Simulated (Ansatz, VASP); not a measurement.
## One calculation of FeO, two programs

```
CELL_PARAMETERS angstrom
1.51768 0.87623 2.51579
-1.51768 0.87623 2.51579
0.00000 -1.75247 2.51579
ATOMIC_POSITIONS crystal
Fe 0.00000 0.00000 0.00000
O 0.50000 0.50000 0.50000
```

Alike in both runs: task single point; functional PBE; k mesh 9 × 9 × 9; occupations fermi-dirac, width 0.001 eV; collinear spin; Hubbard terms Fe d U = 6.2 eV.

|  | VASP | Ansatz |
| --- | --- | --- |
| version | VASP 6.6.1 | Ansatz 0.2.0 |
| potentials or method | VASP PAW PBE potentials, release 64 (Fe_sv, O), cutoff 600 eV | PAW, plane waves, scalar-relativistic |
| valence electrons in the cell | 22 | 22 |

Ansatz gave:

```
pressure (GPa)                                                : 4.3
traceless stress, the component that is largest in VASP (GPa) : -0.62
net moment per atom (μB)                                      : 2.00
size of the moment on the site where the two differ most (μB) : 3.57
```

Problem. Estimate VASP's values.

Solution. Pressure (GPa): -0.8; traceless stress, the component that is largest in VASP (GPa): -0.56; net moment per atom (μB): 2.01; size of the moment on the site where the two differ most (μB): 3.75.

Site moments also hang on the region over which each program counts them. The programs project onto different local orbitals, so the same U acts differently, and such runs can settle in different states. Ansatz's warnings: filled band counts differ across k points, negative dielectric reading.
